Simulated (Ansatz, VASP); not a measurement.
# One calculation of InP, two programs

Contents of INCAR:

```
ALGO = Normal
EDIFF = 1E-6
ENCUT = 520
GGA = PE
ISIF = 2
ISMEAR = 0
LASPH = T
LCHARG = T
LELF = T
LREAL = F
LVHAR = T
LWAVE = F
NBANDS = 16
NELM = 60
PREC = Accurate
SIGMA = 0.15
```

Contents of KPOINTS:

```
k-points
0
Gamma
  14 14 14
```

POSCAR

```
InP
1.0
    0.0000000000      2.7701982124      2.7701982124
    2.8347438307      0.0000000000      2.7701982124
    2.8347438307      2.7701982124      0.0000000000
In P
1 1
Direct
    0.0000000000      0.0000000000      0.0000000000
    0.5000000000      0.5000000000      0.5000000000
```

Input for Ansatz:

```yaml
crystal:
  lattice:
    - [0.0, 2.7701982124, 2.7701982124]
    - [2.8347438307, 0.0, 2.7701982124]
    - [2.8347438307, 2.7701982124, 0.0]
  atoms:
    - { symbol: In, position: [0.0, 0.0, 0.0] }
    - { symbol: P, position: [0.5, 0.5, 0.5] }
basis:
  ecutwfc: 420
kpoints:
  mp_grid: { grid: [14, 14, 14] }
hamiltonian:
  xc: pbe
  pseudopotentials: { kind: paw, azcp: { folder: soft_1 } }
scf:
  occupations: { method: gaussian, width: 0.15 }
output:
  forces: true
  stress: true
  eigenvalues: true
  write_density: true
  write_potential: true
  elf: true
  volumetric_format: npy
```

Change from the starting cell: mode 4 frozen in at +0.000 Å, normal strain along x +0.0233.

Alike in both runs: task single point; functional PBE; k mesh 14 × 14 × 14; occupations gaussian, width 0.15 eV; no spin polarisation.

```csv
,VASP,Ansatz
version,VASP 6.6.1,Ansatz 0.2.0
potentials or method,"VASP PAW PBE potentials, release 64 (In_d, P), cutoff 520 eV","scalar-relativistic, plane waves, PAW"
valence electrons in the cell,18,18
```

VASP gave:

* gap on the k mesh at the Fermi level (eV): none
* pressure (GPa): -1.6
* traceless stress, the component that is largest in VASP (GPa): -1.37

Task: Which values does Ansatz return?

Result: gap on the k mesh at the Fermi level (eV): none; pressure (GPa): -1.5; traceless stress, the component that is largest in VASP (GPa): -1.38.

A gap of «none» marks a metal or a gap that the smearing closes. The functional is the same, so the differences come from potentials, cutoffs and numerics.
